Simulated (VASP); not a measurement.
Re:

```
Re
1.0
     2.77489    0.00000    0.00000
    -1.38744    2.40312    0.00000
     0.00000    0.00000    4.48413
Re
2
Direct
  0.33333 0.66667 0.25000
  0.66667 0.33333 0.75000
```

| Item | Value |
| --- | --- |
| Program | VASP 6.6.1 |
| Task | relaxation of cell and atoms |
| Functional | PBEsol |
| Potentials or basis | VASP PAW PBE potentials, release 64 (Re) |
| Cutoff | 600 eV |
| k mesh | 18 × 18 × 10 |
| Occupations | gaussian, width 0.1 eV |
| Spin | no spin polarisation |

At the start: pressure -10.0 GPa; volume 14.95 Å³/atom.

**Question.** How do energy, volume and symmetry change on relaxing?

**Answer.** Over 7 steps the energy falls by 12.6 meV/atom and the volume is 14.56 Å³/atom (-2.6 %); space group P6_3/mmc (No. 194, to 0.1 Å) before and after.

The path:
| step | energy change (eV) | largest force (eV/Å) | pressure (GPa) | volume (Å³) |
| --- | --- | --- | --- | --- |
| 1 | 0.0000 | 0.0000 | -10.02 | 29.90 |
| 2 | 0.4748 | 0.0000 | 57.44 | 26.03 |
| 3 | -0.0251 | 0.0000 | -0.54 | 29.16 |
| 4 | -0.0252 | 0.0000 | -0.10 | 29.12 |
| 5 | -0.0252 | 0.0000 | 0.06 | 29.11 |
| 6 | -0.0252 | 0.0000 | -0.13 | 29.13 |
| 7 | -0.0252 | 0.0000 | 0.00 | 29.12 |

Final structure:
```
Re
1.0
     2.75081    0.00000    0.00000
    -1.37541    2.38227    0.00000
     0.00000    0.00000    4.44322
Re
2
Direct
  0.33333 0.66667 0.25000
  0.66667 0.33333 0.75000
```

Caveat: the PAW data sets were made with another functional, which shifts forces and pressure a little.
